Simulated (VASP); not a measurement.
A run of VASP 6.6.1:

Contents of INCAR:

```
PREC = Accurate
ENCUT = 500
EDIFF = 1E-6
ISMEAR = 0
SIGMA = 0.02
LREAL = F
LASPH = T
NELM = 120
ALGO = Normal
ISIF = 2
LWAVE = F
LCHARG = T
LELF = T
LVHAR = T
NBANDS = 12
GGA_COMPAT = F
```

KPOINTS

```
regular mesh
0
Gamma
  9 9 9
```

POSCAR

```
Ta
1.0
   -1.6231969780      1.6231969780      1.6231969780
    1.6231969780     -1.6231969780      1.6231969780
    1.6231969780      1.6231969780     -1.6231969780
Ta
1
Direct
    0.0000000000      0.0000000000      0.0000000000
```

Potentials or basis: VASP PAW LDA potentials, release 64 (Ta_pv).

Launch:

```sh
$ cat potpaw_LDA.64/Ta_pv/POTCAR > POTCAR
$ mpirun -np 1 vasp_std > vasp.out
```

Hardware: 1 thread of Intel(R) Xeon(R) Platinum 8488C (Sapphire Rapids), on a shared host.

Estimate the wall time of this run.

Run time: 4.5 s on 1 thread of Intel(R) Xeon(R) Platinum 8488C (Sapphire Rapids) (shared host), peak memory 0.13 GiB. Counts: scf iterations 10, k points 35.
